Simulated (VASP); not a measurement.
Wanted: the native input for a VASP 6.6.1 run.

```
Task                   : single point
Functional             : PBE
Potentials or basis    : VASP PAW PBE potentials, release 64 (Hf_pv, O)
Cutoff                 : 520 eV
k mesh                 : 6 × 6 × 4
Occupations            : gaussian, width 0.05 eV
Spin                   : no spin polarisation
Dipole correction      : no
Further INCAR settings : ALGO = Normal; EDIFF = 1e-06; NBANDS = 31
```

The structure of HfO2 lies in POSCAR:

```
HfO2
1.0
    3.7991186363     -0.0779656002     -0.0098836521
   -0.0779656002      3.6509667503     -0.0238277322
   -0.0144347452     -0.0347996104      5.2628076266
Hf O
2 4
Direct
    0.4914190968      0.5046184767      0.5010799005
   -0.0193554040     -0.0014146250      0.0020299548
   -0.0007590091      0.4998252930      0.6978716371
    0.5297696589      0.0062725484      0.8161007837
    0.5067083904     -0.0139336438      0.2887015461
   -0.0077827329      0.5046319506      0.1942161777
```

This cell differs from its parent crystal: atoms moved at random and the cell strained at random.

These files were run (other wordings do the same):

INCAR

```
SYSTEM = HfO2
PREC = Accurate
ENCUT = 520
EDIFF = 1E-6
ISMEAR = 0
SIGMA = 0.05
LREAL = .FALSE.
LASPH = .TRUE.
NELM = 60
ALGO = Normal
ISIF = 2
LWAVE = .FALSE.
LCHARG = .FALSE.
GGA = PE
NBANDS = 31
```

KPOINTS

```
Automatic mesh
0
G
  6 6 4
  0 0 0
```

Potentials or basis: VASP PAW PBE potentials, release 64 (Hf_pv, O).

Command:

```console
$ cat potpaw_PBE.64/Hf_pv/POTCAR potpaw_PBE.64/O/POTCAR > POTCAR
$ mpirun -np 1 vasp_std > vasp.out
```

Results of the run:

| Item | Value |
| --- | --- |
| Pressure | -14.9 GPa |
| Largest force | 2.384 eV/Å |
| Band gap on the k mesh | 4.09 eV, indirect (least direct gap 4.14 eV) |

Caveat: the cell differs from its parent crystal (atoms moved at random and the cell strained at random); spin-orbit coupling is left out, which moves the levels of the heavy elements; forces of over 1 eV/Å act on the atoms, so gaps and moduli don't describe the material at rest.

Wall time 81 s on 1 thread of Intel(R) Xeon(R) 6975P-C (Granite Rapids) (shared host), peak memory 0.26 GiB.
